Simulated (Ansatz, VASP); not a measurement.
**Two plane-wave programs on LaHfO**

```
La Hf O
1.0
     3.72020    0.00000    0.00000
     0.00000    3.72020    0.00000
     0.00000    0.00000    4.29943
La Hf O
1 1 1
Direct
  0.50000 0.50000 0.50000
  0.00000 0.00000 0.00000
  0.00000 0.00000 0.50000
```

Alike in both runs: functional PBE; k mesh 10 × 10 × 8; occupations gaussian, width 0.1 eV; no spin polarisation.

Ansatz relaxed the structure, and its values are those at the end. VASP's run is a single point on that final structure, the one shown.

|  | VASP | Ansatz |
| --- | --- | --- |
| version | VASP 6.6.1 | Ansatz 0.2.0 |
| potentials or method | VASP PAW PBE potentials, release 64 (La, Hf_pv, O), cutoff 520 eV | scalar-relativistic, plane waves, PAW |
| valence electrons in the cell | 27 | 43 |

Ansatz gave:

* gap on the k mesh at the Fermi level (eV): none
* pressure (GPa): 0.0

Question: Estimate VASP's values.

Answer: gap on the k mesh at the Fermi level (eV): none; pressure (GPa): -0.7.

A gap of «none» marks a metal or a gap that the smearing closes. The functional is the same, so the differences come from potentials, cutoffs and numerics. VASP's potentials hold 27 valence electrons a cell and Ansatz's 43, so a difference there can come from the potentials and not from the codes.

Spin-orbit coupling is off throughout.
